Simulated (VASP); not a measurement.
Input of a VASP 6.6.1 run:

Contents of POSCAR:

```
InSb
1.0
    0.0000000000      3.2792747874      3.2792747874
    3.2792747874      0.0000000000      3.2792747874
    3.2792747874      3.2792747874      0.0000000000
In Sb
1 1
Direct
    0.0000000000      0.0000000000      0.0000000000
    0.7500000000      0.7500000000      0.7500000000
```

INCAR.step1

```
SYSTEM = InSb
PREC     = Accurate       ! precision mode
ENCUT    = 520            ! plane-wave cutoff, eV
ISMEAR   = -1             ! smearing method
SIGMA    = 0.15           ! smearing width, eV
LREAL    = .FALSE.        ! projectors in reciprocal space
LASPH    = .TRUE.         ! aspherical terms in the spheres
NELM     = 80             ! most SCF steps
NBANDS   = 16             ! bands
GGA      = PE             ! functional
ALGO     = Normal         ! electronic algorithm
EDIFF    = 1E-4           ! SCF threshold, eV
LWAVE    = .TRUE.         ! write WAVECAR
LCHARG   = .FALSE.        ! write CHGCAR
```

Contents of INCAR.step2:

```
SYSTEM = InSb
PREC     = Accurate       ! precision mode
ENCUT    = 520            ! plane-wave cutoff, eV
EDIFF    = 1E-6           ! SCF threshold, eV
ISMEAR   = -1             ! smearing method
SIGMA    = 0.15           ! smearing width, eV
LREAL    = .FALSE.        ! projectors in reciprocal space
LASPH    = .TRUE.         ! aspherical terms in the spheres
NELM     = 80             ! most SCF steps
ALGO     = Normal         ! electronic algorithm
ISIF     = 2              ! what is computed and relaxed
LWAVE    = .FALSE.        ! write WAVECAR
LCHARG   = .TRUE.         ! write CHGCAR
METAGGA  = R2SCAN         ! meta-GGA
LMIXTAU  = .TRUE.       
LELF     = .TRUE.         ! ELF
LVHAR    = .TRUE.       
NBANDS   = 16             ! bands
ISTART   = 1
```

Contents of KPOINTS:

```
Automatic mesh
0
G
  12 12 12
  0 0 0
```

Potentials or basis: VASP PAW PBE potentials, release 64 (In_d, Sb).

The run is started by

```bash
$ cat potpaw_PBE.64/In_d/POTCAR potpaw_PBE.64/Sb/POTCAR > POTCAR
$ cp INCAR.step1 INCAR
$ mpirun -np 1 vasp_std > vasp.out
$ cp INCAR.step2 INCAR
$ mpirun -np 1 vasp_std > vasp.out
```

Task: Predict the pressure.

Result: 0.0 GPa.

Caveat: the PAW data sets were made with another functional, which shifts forces and pressure a little.
